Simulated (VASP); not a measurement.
Tc:

```xyz
1
Lattice="0.0000 1.9500 1.9500 1.9500 0.0000 1.9500 1.9500 1.9500 0.0000" Properties=species:S:1:pos:R:3 pbc="T T T"
Tc    0.0000    0.0000    0.0000
```

This isn't the form of Tc at room conditions, which is hcp.

* Program: VASP 6.6.1
* Task: relaxation of cell and atoms
* Functional: r2SCAN
* Potentials or basis: VASP PAW PBE potentials, release 64 (Tc_pv)
* Cutoff: 600 eV
* k mesh: 10 × 10 × 10
* Occupations: methfessel-paxton, width 0.1 eV
* Spin: no spin polarisation

At the start: pressure -9.6 GPa; volume 14.83 Å³/atom.

Q: Where does the relaxation end?

A: Over 12 steps the energy falls by 14.7 meV/atom and the volume is 14.36 Å³/atom (-3.1 %); space group Fm-3m (No. 225, to 0.1 Å) before and after.

The path:
| step | energy change (eV) | largest force (eV/Å) | pressure (GPa) | volume (Å³) |
| --- | --- | --- | --- | --- |
| 1 | 0.0000 | 0.0000 | -9.63 | 14.83 |
| 2 | 0.1388 | 0.0000 | 39.04 | 13.00 |
| 3 | -0.0146 | 0.0000 | -0.53 | 14.38 |
| 4 | -0.0147 | 0.0000 | -0.09 | 14.36 |
| 5 | -0.0147 | 0.0000 | 0.06 | 14.35 |
| 6 | -0.0147 | 0.0000 | -0.06 | 14.36 |
| 7 | -0.0147 | 0.0000 | -0.07 | 14.36 |
| 8 | -0.0147 | 0.0000 | -0.02 | 14.36 |
| 9 | -0.0147 | 0.0000 | 0.01 | 14.36 |
| 10 | -0.0147 | 0.0000 | 0.09 | 14.36 |
| 11 | -0.0147 | 0.0000 | 0.09 | 14.36 |
| 12 | -0.0147 | 0.0000 | 0.01 | 14.36 |

Final structure:
```
Tc
1.0
     0.00000    1.92932    1.92932
     1.92932    0.00000    1.92932
     1.92932    1.92932    0.00000
Tc
1
Direct
  0.00000 0.00000 0.00000
```

Caveat: the PAW data sets were made with another functional, which shifts forces and pressure a little.
